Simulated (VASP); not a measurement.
A run of VASP 6.6.1:

File INCAR:

```
  PREC = Accurate
  ENCUT = 520
  EDIFF = 1E-8
  ISMEAR = -1
  SIGMA = 0.05
  LREAL = False
  LASPH = True
  NELM = 150
  ALGO = Normal
  ISIF = 2
  LWAVE = False
  LCHARG = False
  ISPIN = 2
  MAGMOM = 0 1.5
  LORBIT = 11
  LMAXMIX = 4
  GGA = PE
  LEFG = True
  NBANDS = 18
```

Contents of KPOINTS:

```
Automatic mesh
0
Gamma
  13 13 13
```

The input POSCAR:

```
AlNi
1.0
    2.8221875792      0.0000000000      0.0000000000
    0.0000000000      2.8221875792      0.0000000000
    0.0000000000      0.0000000000      2.8221875792
Al Ni
1 1
Direct
    0.0000000000      0.0000000000      0.0000000000
    0.5000000000      0.5000000000      0.5000000000
```

Potentials or basis: VASP PAW PBE potentials, release 64 (Al, Ni).

The run is started by

```bash
$ cat potpaw_PBE.64/Al/POTCAR potpaw_PBE.64/Ni/POTCAR > POTCAR
$ mpirun -np 1 vasp_std > vasp.out
```

Hardware: 1 thread of Intel(R) Xeon(R) Platinum 8375C CPU @ 2.90GHz (Ice Lake) (shared host).

Q: Estimate the wall time of this run.

A: It took 90 s on 1 thread of Intel(R) Xeon(R) Platinum 8375C CPU @ 2.90GHz (Ice Lake), on a shared host, peak memory 0.18 GiB. Counts: scf iterations 16, k points 84.
